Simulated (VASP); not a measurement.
Wanted: the native input for a VASP 6.6.1 run.

```yaml
Task: single point
Functional: PBE
Potentials_or_basis: VASP PAW PBE potentials, release 64 (W_sv, C)
Cutoff: 520 eV
k_mesh: 20 × 20 × 20
Occupations: gaussian, width 0.1 eV
Spin: no spin polarisation
Dipole_correction: no
Further_INCAR_settings: ALGO = Normal; EDIFF = 1e-06; NBANDS = 16
```

The structure of WC lies in POSCAR:

```
WC
1.0
    0.0000000000      2.3491787896      2.3491787896
    2.3491787896      0.0000000000      2.3491787896
    2.3491787896      2.3491787896      0.0000000000
W C
1 1
Direct
    0.0000000000      0.0000000000      0.0000000000
    0.2500000000      0.2500000000      0.2500000000
```

The cell was built from a structure type or drawn by symmetry, and may not be a known phase.

The input as run:

INCAR

```
SYSTEM = WC
PREC = Accurate
ENCUT = 520
EDIFF = 1E-6
ISMEAR = 0
SIGMA = 0.1
LREAL = .False.
LASPH = .True.
NELM = 100
ALGO = Normal
ISIF = 2
LWAVE = .False.
LCHARG = .False.
GGA = PE
NBANDS = 16
```

KPOINTS

```
regular mesh
0
Gamma
  20 20 20
  0 0 0
```

Potentials or basis: VASP PAW PBE potentials, release 64 (W_sv, C).

The run is started by

```bash
$ cat potpaw_PBE.64/W_sv/POTCAR potpaw_PBE.64/C/POTCAR > POTCAR
$ mpirun -np 1 vasp_std > vasp.out
```

It gave:

The pressure is 0.7 GPa and the band gap on the k mesh is zero (bands 9 and 10 overlap by 1.13 eV).

Caveat: spin-orbit coupling is left out, which moves the levels of the heavy elements.

It took 60 s on 1 thread of Intel(R) Xeon(R) Platinum 8488C (Sapphire Rapids) (shared host), peak memory 0.24 GiB.
